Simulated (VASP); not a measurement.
BaScO2F, 5 atoms in the cell. Symmetry: P4/mmm, No. 123, tetragonal system. The conventional cell has a = 4.207 Å, b = 4.207 Å, c = 4.043 Å, α = 90.00°, β = 90.00°, γ = 90.00°. Ba (site symmetry 4/mmm) has 8 O at 2.92 Å and 4 F at 2.97 Å and 8 Sc at 3.60 Å within 3.8 Å. Sc (site symmetry 4/mmm) has 2 F at 2.02 Å and 4 O at 2.10 Å within 2.7 Å. O (site symmetry mmm) has 2 Sc at 2.10 Å within 2.8 Å. F (site symmetry 4/mmm) has 2 Sc at 2.02 Å within 2.7 Å.  This cell differs from its parent crystal: strain -0.0400 x Voigt [0, 0, 1, 0, 0, 0].

* Program: VASP 6.6.1
* Task: single point
* Functional: LDA
* Potentials or basis: VASP PAW LDA potentials, release 64 (Ba_sv, Sc_sv, O, F)
* Cutoff: 520 eV
* k mesh: 6 × 6 × 6
* Occupations: gaussian, width 0.05 eV
* Spin: no spin polarisation
* Dipole correction: no
* Further INCAR settings: ALGO = Normal; EDIFF = 1e-07; NBANDS = 28

Potentials or basis: VASP PAW LDA potentials, release 64 (Ba_sv, Sc_sv, O, F).

Command:

```bash
$ cat potpaw_LDA.64/Ba_sv/POTCAR potpaw_LDA.64/Sc_sv/POTCAR potpaw_LDA.64/O/POTCAR potpaw_LDA.64/F/POTCAR > POTCAR
$ mpirun -np 1 vasp_std > vasp.out
```

Hardware: 1 thread of Intel(R) Xeon(R) 6975P-C (Granite Rapids), with other jobs on the host.

How long does it take, and how much memory?

Wall time 27 s on 1 thread of Intel(R) Xeon(R) 6975P-C (Granite Rapids), on a shared host, peak memory 0.21 GiB. Counts: scf iterations 14, k points 40.
